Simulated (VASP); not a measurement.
Here is a VASP 6.6.1 calculation.

The input INCAR:

```
SYSTEM = Fe3Ge
PREC = Accurate ; ENCUT = 600
EDIFF = 1E-6 ; ISMEAR = 0
SIGMA = 0.1 ; LREAL = .False.
LASPH = .True. ; NELM = 200
ALGO = Normal ; ISIF = 2
LWAVE = .False. ; LCHARG = .False.
ISPIN = 2 ; MAGMOM = 4 4 4 0
LORBIT = 11 ; LMAXMIX = 4
GGA = PS ; NBANDS = 31
GGA_COMPAT = .False.
```

Contents of KPOINTS:

```
Automatic mesh
0
Gamma
  12 12 12
  0 0 0
```

Contents of POSCAR:

```
Fe3Ge
1.0
    3.6605005200      0.0000000000      0.0000000000
    0.0000000000      3.6605005200      0.0000000000
    0.0000000000      0.0000000000      3.6605005200
Fe Ge
3 1
Direct
    0.0000000000      0.5000000000      0.5000000000
    0.5000000000      0.5000000000      0.0000000000
    0.5000000000      0.0000000000      0.5000000000
    0.0000000000      0.0000000000      0.0000000000
```

Potentials or basis: VASP PAW PBE potentials, release 64 (Fe, Ge_d).

The run is started by

```sh
$ cat potpaw_PBE.64/Fe/POTCAR potpaw_PBE.64/Ge_d/POTCAR > POTCAR
$ mpirun -np 1 vasp_std > vasp.out
```

**Question.** Predict the net moment.

**Answer.** 6.46 μB per cell.

**Question.** Predict the site moments.

**Answer.** Fe +2.19; Ge -0.14 μB.

**Question.** What does it give for the pressure?

**Answer.** -11.2 GPa.

Caveat: the cell stands under tension; the PAW data sets were made with another functional, which shifts forces and pressure a little.
